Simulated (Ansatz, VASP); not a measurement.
**Ta2N: VASP beside Ansatz**

```
Ta N
1.0
     3.07826   -0.21548    0.00000
    -1.72574    2.77359    0.00000
     0.00000    0.00000    4.82393
Ta N
2 1
Direct
  0.66667 0.33333 0.74637
  0.33333 0.66667 0.25363
  0.00000 0.00000 0.00000
```

Change from the starting cell: engineering shear strain xy -0.1400, normal strain along z +0.0000.

Alike in both runs: task single point; functional PBEsol; k mesh 15 × 15 × 8; occupations gaussian, width 0.15 eV; no spin polarisation.

|  | VASP | Ansatz |
| --- | --- | --- |
| version | VASP 6.6.1 | Ansatz 0.2.0 |
| potentials or method | VASP PAW PBE potentials, release 64 (Ta_pv, N), cutoff 520 eV | scalar-relativistic, plane waves, PAW |
| valence electrons in the cell | 27 | 31 |

```csv
,VASP,Ansatz,Ansatz less VASP
gap on the k mesh at the Fermi level (eV),none,none,-
pressure (GPa),5.7,5.1,-0.65
"traceless stress, the component that is largest in VASP (GPa)",21.67,21.58,-0.093
rms of the force components (eV/Å),0.263,0.236,-0.0266
```

VASP's potentials were made for PBE, not for PBEsol, and Ansatz warns of the same on its side. Atom by atom the forces differ by 0.027 eV/Å (rms over components). A gap of «none» marks a metal or a gap that the smearing closes. VASP's potentials hold 27 valence electrons a cell and Ansatz's 31, so a difference there can come from the potentials and not from the codes.

Spin-orbit coupling is off throughout.
